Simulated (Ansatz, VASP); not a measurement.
## CaGe4N: VASP beside Ansatz

```xyz
6
Lattice="5.3183 0.0000 0.0000 0.0000 5.3183 0.0000 0.0000 0.0000 5.3183" Properties=species:S:1:pos:R:3 pbc="T T T"
Ca    2.6592    2.6592    2.6592
Ge    1.1101    1.1101    1.1101
Ge    4.2083    4.2083    1.1101
Ge    4.2083    1.1101    4.2083
Ge    1.1101    4.2083    4.2083
N     0.0000    0.0000    0.0000
```

Alike in both runs: functional PBE; k mesh 8 × 8 × 8; occupations gaussian, width 0.1 eV; no spin polarisation.

Ansatz relaxed the structure, and its values are those at the end. VASP's run is a single point on that final structure, the one shown.

|  | VASP | Ansatz |
| --- | --- | --- |
| version | VASP 6.6.1 | Ansatz 0.2.0 |
| potentials or method | VASP PAW PBE potentials, release 64 (Ca_sv, Ge_d, N), cutoff 520 eV | scalar-relativistic, plane waves, PAW |
| valence electrons in the cell | 71 | 71 |

Ansatz gave:

```
gap on the k mesh at the Fermi level (eV) : none
pressure (GPa)                            : 0.0
rms of the force components (eV/Å)        : 0.002
```

Q: What did VASP give for the same quantities?

A: gap on the k mesh at the Fermi level (eV): none; pressure (GPa): 0.0; rms of the force components (eV/Å): 0.011.

A gap of «none» marks a metal or a gap that the smearing closes. With one functional, cell and mesh, what is left measures potentials, basis and numerics.
